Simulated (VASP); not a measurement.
# Si (Amm2) in VASP: further runs

Si is run at these levels: PBE; tasks: single point.

All numbers are computed with VASP 6.6.1; they aren't measurements. Logs are shortened: lines on timing, memory, paths and dates and some standing lists are left out, and cuts for length are marked.

### Step 1. The cell of the first run

Symmetry: Amm2, No. 38, orthorhombic system. Conventional cell: a = 9.463 Å, b = 9.463 Å, c = 3.861 Å, α = 90.00°, β = 90.00°, γ = 90.00°. Si (site symmetry m) has 4 Si at 2.32 to 2.40 Å within 3.1 Å. Si (site symmetry m) has 4 Si at 2.32 to 2.48 Å within 3.1 Å. Si (site symmetry m) has 4 Si at 2.36 to 2.40 Å within 3.1 Å. Within 3.1 Å of Si (site symmetry m) lie 4 Si at 2.36 to 2.48 Å.

### Step 2. Single point, PBE (atoms displaced along several vibrational modes)

Contents of INCAR:

```
ALGO     = Normal         # electronic algorithm
EDIFF    = 1E-6           # SCF threshold, eV
ENCUT    = 520            # plane-wave cutoff, eV
GGA      = PE             # functional
ISIF     = 2              # what is computed and relaxed
ISMEAR   = 0              # smearing method
LASPH    = T              # aspherical terms in the spheres
LCHARG   = F              # write CHGCAR
LREAL    = F              # projectors in reciprocal space
LWAVE    = F              # write WAVECAR
NBANDS   = 26             # bands
NELM     = 80             # most SCF steps
PREC     = Accurate       # precision mode
SIGMA    = 0.05           # smearing width, eV
```

Contents of KPOINTS:

```
k-points
0
Gamma
  10 10 4
```

Contents of POSCAR:

```
Si
1.0
    0.0000000000      0.0000000000      3.8608359371
    3.3455832253     -3.3455832253     -1.9304179686
    6.6911664507      6.6911664507      0.0000000000
Si
8
Direct
   -0.0601124772      0.0000000000      0.1786105076
    0.4519493730      0.0000000000      0.6786105076
    0.4519493730      0.0000000000      0.3213894924
   -0.0601124772      0.0000000000      0.8213894924
    0.8092677651      0.6427789847      0.0000000000
    0.4416743238      0.6427789847      0.5000000000
    0.1664887804      0.3572210153      0.0000000000
    0.7988953391      0.3572210153      0.5000000000
```

Potentials or basis: VASP PAW PBE potentials, release 64 (Si).

Run with:

```console
$ cat potpaw_PBE.64/Si/POTCAR > POTCAR
$ mpirun -np 1 vasp_std > vasp.out
```

OUTCAR:

```text
EDIFF = 1E-6
   ENCUT = 520
   GGA = PE
   ISIF = 2
   ISMEAR = 0
   LASPH = T
   LREAL = F
   NELM = 80
   PREC = Accurate

 ion  position               nearest neighbor table
   1  0.940  0.000  0.179-   3 2.32   3 2.39   7 2.40   5 2.40
   2  0.452  0.000  0.679-   4 2.32   4 2.39   8 2.48   6 2.48
   3  0.452  0.000  0.321-   1 2.32   1 2.39   8 2.48   6 2.48
   4  0.940  0.000  0.821-   2 2.32   2 2.39   7 2.40   5 2.40
   5  0.809  0.643  0.000-   7 2.36   7 2.36   1 2.40   4 2.40
   6  0.442  0.643  0.500-   8 2.36   8 2.36   2 2.48   3 2.48
   7  0.166  0.357  0.000-   5 2.36   5 2.36   4 2.40   1 2.40
   8  0.799  0.357  0.500-   6 2.36   6 2.36   3 2.48   2 2.48

  LATTYP: Found a base centered orthorhombic cell.
 ALAT       =     3.8608359371
 B/A-ratio  =     2.4509558284
 C/A-ratio  =     2.4509558284

  Lattice vectors:

 A1 = (  -3.3455832253,   3.3455832253,   1.9304179686)
 A2 = (   3.3455832253,  -3.3455832253,   1.9304179685)
 A3 = (   6.6911664507,   6.6911664507,   0.0000000000)

Analysis of symmetry for initial positions (statically):
=====================================================================
 Subroutine PRICEL returns:
 Original cell was already a primitive cell.

 Routine SETGRP: Setting up the symmetry group for a
 base centered orthorhombic supercell.

 Subroutine GETGRP returns: Found  4 space group operations
 (whereof  4 operations were pure point group operations)
 out of a pool of  8 trial point group operations.

The static configuration has the point symmetry C_2v.

Analysis of symmetry for dynamics (positions and initial velocities):
=====================================================================
 Subroutine PRICEL returns:
 Original cell was already a primitive cell.

 Routine SETGRP: Setting up the symmetry group for a
 base centered orthorhombic supercell.

 Subroutine GETGRP returns: Found  4 space group operations
 (whereof  4 operations were pure point group operations)
 out of a pool of  8 trial point group operations.

The dynamic configuration has the point symmetry C_2v.

 Subroutine INISYM returns: Found  4 space group operations
 (whereof  4 operations are pure point group operations),
 and found     1 'primitive' translations

----------------------------------------------------------------------------------------

                                     Primitive cell

  volume of cell :     172.8562

  direct lattice vectors                    reciprocal lattice vectors
     0.000000000  0.000000000  3.860835937     0.074725387 -0.074725387  0.259011265
     3.345583225 -3.345583225 -1.930417969     0.149450773 -0.149450773  0.000000000
     6.691166451  6.691166451  0.000000000     0.074725387  0.074725387  0.000000000

  length of vectors
     3.860835937  5.110026200  9.462738343     0.279740241  0.211355310  0.105677655

  position of ions in fractional coordinates (direct lattice)
     0.939887523  0.000000000  0.178610508
     0.451949373  0.000000000  0.678610508
     0.451949373  0.000000000  0.321389492
     0.939887523  0.000000000  0.821389492
     0.809267765  0.642778985  0.000000000
     0.441674324  0.642778985  0.500000000
     0.166488780  0.357221015  0.000000000
     0.798895339  0.357221015  0.500000000

  ion indices of the primitive-cell ions
   primitive index   ion index
                 1           1
                 2           2
                 3           3
                 4           4
                 5           5
                 6           6
                 7           7
                 8           8

----------------------------------------------------------------------------------------

 KPOINTS: k-points

Automatic generation of k-mesh.
 Grid dimensions read from file:
 generate k-points for:   10   10    4

 Generating k-lattice:

  Cartesian coordinates                     Fractional coordinates (reciprocal lattice)
     0.007472539 -0.007472539  0.025901126     0.100000000 -0.000000000  0.000000000
     0.014945077 -0.014945077  0.000000000     0.000000000  0.100000000  0.000000000
     0.018681347  0.018681347  0.000000000     0.000000000  0.000000000  0.250000000

  Length of vectors
     0.027974024  0.021135531  0.026419414

  Shift w.r.t. Gamma in fractional coordinates (k-lattice)
     0.000000000  0.000000000  0.000000000

 Subroutine IBZKPT returns following result:
 ===========================================

 Found     93 irreducible k-points:

 Following reciprocal coordinates:
            Coordinates               Weight
  0.000000  0.000000  0.000000      1.000000
  0.100000  0.000000  0.000000      4.000000
  0.200000  0.000000  0.000000      4.000000
  0.300000  0.000000  0.000000      4.000000
  0.400000  0.000000  0.000000      4.000000
  0.500000  0.000000  0.000000      2.000000
[... 16 lines left out ...]
  0.000000  0.300000  0.000000      2.000000
  0.100000  0.300000  0.000000      4.000000
 [... further k-points ...]
   k-points           NKPTS =     93   k-points in BZ     NKDIM =     93   number of bands    NBANDS=     26
   number of dos      NEDOS =    301   number of ions     NIONS =      8
   total plane-waves  NPLWV =  84000
   dimension x,y,z NGX =    30 NGY =   40 NGZ =   70
   dimension x,y,z NGXF=    60 NGYF=   80 NGZF=  140
   ions per type =               8
   NGX,Y,Z   is equivalent  to a cutoff of  12.92, 13.01, 12.30 a.u.
   NGXF,Y,Z  is equivalent  to a cutoff of  25.84, 26.03, 24.60 a.u.
 SYSTEM =  unknown system
   PREC   = accura    normal or accurate (medium, high low for compatibility)
   ISTART =      0    job   : 0-new  1-cont  2-samecut
   ICHARG =      2    charge: 1-file 2-atom 10-const
   ISPIN  =      1    spin polarized calculation?
   LNONCOLLINEAR =      F non collinear calculations
   LSORBIT =      F    spin-orbit coupling
   LASPH  =      T    aspherical Exc in radial PAW
   ENCUT  =  520.0 eV  38.22 Ry    6.18 a.u.   7.18  9.50 17.59*2*pi/ulx,y,z
   NELM   =     80;   NELMIN=  2; NELMDL= -5     # of ELM steps
   EDIFF  = 0.1E-05   stopping-criterion for ELM
   LREAL  =      F    real-space projection
   EDIFFG = 0.1E-04   stopping-criterion for IOM
   NSW    =      0    number of steps for IOM
   IBRION =     -1    ionic relax: 0-MD 1-quasi-New 2-CG
   NFREE  =      0    steps in history (QN), initial steepest desc. (CG)
   ISIF   =      2    stress and relaxation
   ISYM   =      2    0-nonsym 1-usesym 2-fastsym
   POTIM  = 0.5000    time-step for ionic-motion
   TEBEG  =    0.0;   TEEND  =   0.0 temperature during run
   PSTRESS=    0.0 pullay stress
   NELECT =      32.0000    total number of electrons
   NUPDOWN=      -1.0000    fix difference up-down
   EMIN   =  10.00;   EMAX   =-10.00  energy-range for DOS
   EFERMI =   0.00;   METHOD = LEGACY
   ISMEAR =     0;   SIGMA  =   0.05  broadening in eV -4-tet -1-fermi 0-gaus
   EFERMI_NEDOS =   21; number of points for ismear=-14 and -15
   IALGO  =     38    algorithm
   IMIX   =      4    mixing-type and parameters
     AMIX     =   0.40;   BMIX     =  1.00
     AMIX_MAG =   1.60;   BMIX_MAG =  1.00
  volume/ion in A,a.u.               =      21.61       145.81
  Fermi-wavevector in a.u.,A,eV,Ry     =   0.933032  1.763175 11.844531  0.870548
  Thomas-Fermi vector in A             =   2.059691
   LORBIT       =      0    0 simple, 1 ext, 2 COOP (PROOUT), +10 PAW based schemes
   GGA     = PE    functional components
   LHFCALC =     F    Hartree Fock is set to
   AEXX    =    0.0000 exact exchange contribution
   IVDW    =     0    specifies the selected vdW correction
   LEPSILON=     F    determine dielectric tensor
   LRPA    =     F    only Hartree local field effects (RPA)
 non-spin polarized calculation
 Gauss-broadening in eV      SIGMA  =   0.05
  energy-cutoff  :      520.00
  volume of cell :      172.86
 maximum number of plane-waves:      4690
 NGX is ok and might be reduce to    30
   NGX = 15   NGY = 19   NGZ = 35

 number of electron      32.0000001 magnetization

 Free energy of the ion-electron system (eV)
  ---------------------------------------------------
  ext. energy  EPLUGINS =         0.00000000
  ---------------------------------------------------
  free energy    TOTEN  =       -41.91226733 eV

  energy without entropy =      -41.91142218  energy(sigma->0) =      -41.91184476

 E-fermi :   5.3455     XC(G=0):  -9.0712

 val. band max:        5.3024376899   @ k =   0.5000   0.2000   0.0000
 cond. band min:       5.3462910145   @ k =  -0.3000   0.1000   0.0000
 fundamental gap:      0.0438533246
 Fermi energy:         5.3454598789

 k-point     1 :       0.0000    0.0000    0.0000
  band No.  band energies     occupation
      1      -6.5994      2.00000
      2      -5.5893      2.00000
      3      -4.7291      2.00000
      4      -2.5342      2.00000
      5      -0.1359      2.00000
      6      -0.1153      2.00000
[... 18 lines left out ...]
     25       8.4448      0.00000
     26       9.2425      0.00000

 k-point     2 :       0.1000    0.0000    0.0000
  band No.  band energies     occupation
      1      -6.5021      2.00000
      2      -5.4994      2.00000
      3      -4.6331      2.00000
      4      -2.4981      2.00000
      5      -0.3343      2.00000
      6      -0.1088      2.00000
[... 18 lines left out ...]
     25       8.6288      0.00000
     26       9.0059      0.00000

 k-point     3 :       0.2000    0.0000    0.0000
  band No.  band energies     occupation
      1      -6.2144      2.00000
      2      -5.2384      2.00000
      3      -4.3470      2.00000
      4      -2.3913      2.00000
      5      -0.9405      2.00000
      6      -0.2265      2.00000
[... 572 lines left out ...]
 k-point    23 :       0.0000    0.3000    0.0000
  band No.  band energies     occupation
      1      -6.1261      2.00000
      2      -5.0812      2.00000
      3      -4.5711      2.00000
      4      -3.8694      2.00000
      5      -2.5612      2.00000
      6      -0.0039      2.00000
[... 18 lines left out ...]
     25       9.3327      0.00000
     26       9.6498      0.00000

 k-point    24 :       0.1000    0.3000    0.0000
  band No.  band energies     occupation
      1      -5.8885      2.00000
      2      -4.8324      2.00000
      3      -4.4445      2.00000
      4      -4.0793      2.00000
      5      -2.9091      2.00000
      6       0.0045      2.00000
[... 18 lines left out ...]
     25       9.3368      0.00000
     26       9.7671      0.00000

 [... further k-points ...]

------------------------ aborting loop because EDIFF is reached ----------------------------------------

  FORCE on cell =-STRESS in cart. coord.  units (eV):
  Direction    XX          YY          ZZ          XY          YZ          ZX
  --------------------------------------------------------------------------------------
  -------------------------------------------------------------------------------------
  Total       -1.7714525     -1.7714525     -1.4311699      0.0776467     -0.0000000      0.0000000
  in kB      -16.4193163    -16.4193163    -13.2652907      0.7196954     -0.0000000      0.0000000
  external PRESSURE =     -15.3679744 kB  Pullay stress =       0.0000000 kB

 VOLUME and BASIS-vectors are now :
 -----------------------------------------------------------------------------
  energy-cutoff  :      520.00
  volume of cell :      172.86
      direct lattice vectors                 reciprocal lattice vectors
     0.000000000  0.000000000  3.860835937     0.074725387 -0.074725387  0.259011265
     3.345583225 -3.345583225 -1.930417969     0.149450773 -0.149450773  0.000000000
     6.691166451  6.691166451  0.000000000     0.074725387  0.074725387  0.000000000

 POSITION                                       TOTAL-FORCE (eV/Angst)
 -----------------------------------------------------------------------------------
      1.19511      1.19511      3.62875        -0.132424     -0.132424      0.540518
      4.54070      4.54070      1.74490        -0.437970     -0.437970      0.576659
      2.15047      2.15047      1.74490         0.437970      0.437970      0.576659
      5.49605      5.49605      3.62875         0.132424      0.132424      0.540518
      2.15047     -2.15047      1.88362         0.037862     -0.037862     -0.080564
      5.49605      1.19511      0.46440         0.455887     -0.455887     -1.036613
      1.19511     -1.19511     -0.04680        -0.037862      0.037862     -0.080564
      4.54070      2.15047      2.39482        -0.455887      0.455887     -1.036613
 -----------------------------------------------------------------------------------
    total drift:                               -0.000000      0.000000     -0.000109

  FREE ENERGIE OF THE ION-ELECTRON SYSTEM (eV)
  ---------------------------------------------------
  free  energy   TOTEN  =       -41.9122673329 eV

  energy  without entropy=      -41.9114221816  energy(sigma->0) =      -41.91184476
```

It took 6.9 min on 1 thread of Intel Xeon 8259CL, shared host; peak memory 0.46 GiB.

Results:

```yaml
Free_energy: -41.9123 eV
Pressure: -1.5 GPa
Largest_force: 1.221 eV/Å
Band_gap_on_the_k_mesh: zero (bands 16 and 17 overlap by 0.28 eV)
```

Forces in eV/Å, atoms in the order of the input:
```
Si  -0.132 -0.132  0.541
Si  -0.438 -0.438  0.577
Si   0.438  0.438  0.577
Si   0.132  0.132  0.541
Si   0.038 -0.038 -0.081
Si   0.456 -0.456 -1.037
Si  -0.038  0.038 -0.081
Si  -0.456  0.456 -1.037
```

Caveat: the cell differs from its parent crystal (atoms displaced along several vibrational modes); semilocal functionals underestimate gaps, and a narrow one can read as zero; forces of over 1 eV/Å act on the atoms, so gaps and moduli don't describe the material at rest.

### Step 3. Single point, PBE (atoms displaced along several vibrational modes)

Contents of INCAR:

```
  ALGO = Normal
  EDIFF = 1E-6
  ENCUT = 520
  GGA = PE
  ISIF = 2
  ISMEAR = 0
  LASPH = T
  LCHARG = F
  LREAL = F
  LWAVE = F
  NBANDS = 26
  NELM = 100
  PREC = Accurate
  SIGMA = 0.05
```

KPOINTS is that of step 2.

Contents of POSCAR:

```
Si
1.0
    0.0000000000      0.0000000000      3.8608359371
    3.3455832253     -3.3455832253     -1.9304179686
    6.6911664507      6.6911664507      0.0000000000
Si
8
Direct
   -0.0350820095      0.0000000000      0.1786105076
    0.4810004574      0.0000000000      0.6786105076
    0.4810004574      0.0000000000      0.3213894924
   -0.0350820095      0.0000000000      0.8213894924
    0.7601592293      0.6427789847      0.0000000000
    0.4367013075      0.6427789847      0.5000000000
    0.1173802446      0.3572210153      0.0000000000
    0.7939223228      0.3572210153      0.5000000000
```

Potentials or basis: VASP PAW PBE potentials, release 64 (Si).

Run with:

```console
$ cat potpaw_PBE.64/Si/POTCAR > POTCAR
$ mpirun -np 1 vasp_std > vasp.out
```

Run time: 7.4 min. Hardware: 1 thread of Intel Xeon 8259CL, shared host; peak memory 0.45 GiB.

It converged, with:

| Quantity | Value |
| --- | --- |
| Free energy | -42.0805 eV |
| Pressure | -0.9 GPa |
| Largest force | 0.979 eV/Å |
| Band gap on the k mesh | zero (bands 16 and 17 overlap by 0.26 eV) |

Forces in eV/Å, atoms in the order of the input:
```
Si  -0.095 -0.095  0.309
Si  -0.331 -0.331  0.257
Si   0.331  0.331  0.257
Si   0.095  0.095  0.309
Si   0.007 -0.007  0.306
Si   0.314 -0.314 -0.873
Si  -0.007  0.007  0.306
Si  -0.314  0.314 -0.873
```

Stress tensor (GPa, compression positive):
```
-0.97  0.19  0.00
 0.19 -0.97  0.00
 0.00  0.00 -0.88
```

Levels at points of the mesh, in eV from the Fermi level:
| k point | band 13 | band 14 | band 15 | band 16 | band 17 | band 18 | band 19 | band 20 |
| --- | --- | --- | --- | --- | --- | --- | --- | --- |
| (0.00, 0.00, 0.00) | -1.63 | -1.53 | -1.45 | -0.41 | 0.91 | 1.42 | 1.42 | 1.93 |
| (0.50, 0.00, 0.00) | -2.49 | -2.35 | -2.21 | -1.86 | 1.06 | 1.56 | 1.72 | 1.99 |
| (0.00, 0.50, 0.00) | -1.66 | -0.66 | 0.08 | 0.15 | 0.66 | 1.64 | 1.80 | 1.99 |
| (0.00, 0.00, 0.50) | -1.73 | -1.71 | -1.59 | -1.54 | 0.72 | 0.73 | 1.53 | 1.82 |
| (0.50, 0.00, 0.50) | -2.34 | -2.18 | -1.38 | -1.35 | 0.72 | 0.74 | 1.86 | 2.01 |
| (0.00, 0.50, 0.50) | -1.21 | -0.79 | -0.56 | -0.43 | 0.78 | 1.14 | 2.46 | 2.67 |

Caveat: the cell differs from its parent crystal (atoms displaced along several vibrational modes); semilocal functionals underestimate gaps, and a narrow one can read as zero.

The gap in the log of VASP goes by the Fermi energy; the results here count the filled bands.